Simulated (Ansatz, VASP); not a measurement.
## TiAl in VASP and in Ansatz

```
Ti Al
1.0
     2.89593    0.00000    0.00000
    -1.44797    2.48312    0.00000
     0.00000    0.00000    4.67808
Ti Al
1 1
Direct
  0.00000 0.00000 0.00000
  0.33333 0.66667 0.50000
```

Change from the starting cell: strain +0.0100 x Voigt [1, 0, 0, 0, 0, 0], atoms carried along.

Alike in both runs: task single point; functional PBEsol; k mesh 18 × 18 × 10; occupations gaussian, width 0.15 eV; no spin polarisation.

|  | VASP | Ansatz |
| --- | --- | --- |
| version | VASP 6.6.1 | Ansatz 0.2.0 |
| potentials or method | VASP PAW PBE potentials, release 64 (Ti_sv, Al), cutoff 520 eV | scalar-relativistic, plane waves, PAW |
| valence electrons in the cell | 15 | 15 |

Ansatz gave:

* gap on the k mesh at the Fermi level (eV): none
* pressure (GPa): -3.8
* traceless stress, the component that is largest in VASP (GPa): 0.69
* rms of the force components (eV/Å): 0.017

Task: What did VASP give for the same quantities?

Result: gap on the k mesh at the Fermi level (eV): none; pressure (GPa): -3.8; traceless stress, the component that is largest in VASP (GPa): 0.66; rms of the force components (eV/Å): 0.017.

VASP's potentials were made for PBE, not for PBEsol. Atom by atom the forces differ by 0.000 eV/Å (rms over components). A gap of «none» marks a metal or a gap that the smearing closes.
